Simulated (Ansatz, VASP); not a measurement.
Two plane-wave programs on Mg

```
Mg
1.0
    -1.79765    1.79765    1.79765
     1.79765   -1.79765    1.79765
     1.79765    1.79765   -1.79765
Mg
1
Direct
  0.00000 0.00000 0.00000
```

Alike in both runs: task relaxation of cell and atoms; functional revPBE; k mesh 12 × 12 × 12; occupations fermi-dirac, width 0.1 eV; no spin polarisation.

|  | VASP | Ansatz |
| --- | --- | --- |
| version | VASP 6.6.1 | Ansatz 0.2.0 |
| potentials or method | VASP PAW PBE potentials, release 64 (Mg), cutoff 600 eV | plane waves (420 eV) with PAW, scalar-relativistic |
| valence electrons in the cell | 2 | 10 |

```csv
,VASP,Ansatz,Ansatz less VASP
relaxed volume (Å³/atom),23.42,23.55,+0.126
relaxed cell length with the largest relative difference (Å),3.122,3.127,+0.0056
```

VASP's potentials were made for PBE, not for revPBE. VASP's potentials hold 2 valence electrons a cell and Ansatz's 10, so a difference there can come from the potentials and not from the codes.
